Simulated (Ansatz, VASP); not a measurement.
One calculation of CsAg2, two programs

INCAR

```
ALGO = Fast
EDIFF = 1E-6
ENCUT = 520
GGA = PE
ISIF = 2
ISMEAR = 0
LASPH = True
LCHARG = False
LREAL = False
LWAVE = False
NBANDS = 40
NELM = 100
PREC = Accurate
SIGMA = 0.1
```

The input KPOINTS:

```
k-points
0
Gamma
  4 4 4
```

The input POSCAR:

```
CsAg2
1.0
    8.2101328532      0.0000000000      0.0000000000
    0.0000000000      8.2101328532      0.0000000000
    0.0000000000      0.0000000000      8.2101328532
Cs Ag
2 4
Direct
    0.0000000000      0.0000000000      0.0000000000
    0.5000000000      0.5000000000      0.5000000000
    0.2500000000      0.2500000000      0.2500000000
    0.2500000000      0.7500000000      0.7500000000
    0.7500000000      0.7500000000      0.2500000000
    0.7500000000      0.2500000000      0.7500000000
```

Input for Ansatz:

```yaml
crystal:
  lattice:
    - [8.2101328532, 0.0, 0.0]
    - [0.0, 8.2101328532, 0.0]
    - [0.0, 0.0, 8.2101328532]
  atoms:
    - { symbol: Cs, position: [0.0, 0.0, 0.0] }
    - { symbol: Cs, position: [0.5, 0.5, 0.5] }
    - { symbol: Ag, position: [0.25, 0.25, 0.25] }
    - { symbol: Ag, position: [0.25, 0.75, 0.75] }
    - { symbol: Ag, position: [0.75, 0.75, 0.25] }
    - { symbol: Ag, position: [0.75, 0.25, 0.75] }
basis:
  ecutwfc: 420
kpoints:
  mp_grid: { grid: [4, 4, 4] }
hamiltonian:
  xc: pbe
scf:
  occupations: { method: gaussian, width: 0.1 }
output:
  forces: true
  stress: true
  eigenvalues: true
```

Alike in both runs: task single point; functional PBE; k mesh 4 × 4 × 4; occupations gaussian, width 0.1 eV; no spin polarisation.

|  | VASP | Ansatz |
| --- | --- | --- |
| version | VASP 6.6.1 | Ansatz 0.2.0 |
| potentials or method | VASP PAW PBE potentials, release 64 (Cs_sv, Ag), cutoff 520 eV | scalar-relativistic, plane waves, PAW |
| valence electrons in the cell | 62 | 94 |

```csv
,VASP,Ansatz,Ansatz less VASP
gap on the k mesh at the Fermi level (eV),none,none,-
pressure (GPa),0.0,0.0,0.00
```

A gap of «none» marks a metal or a gap that the smearing closes. VASP's potentials hold 62 valence electrons a cell and Ansatz's 94, so a difference there can come from the potentials and not from the codes.

Neither program's run includes spin-orbit coupling.
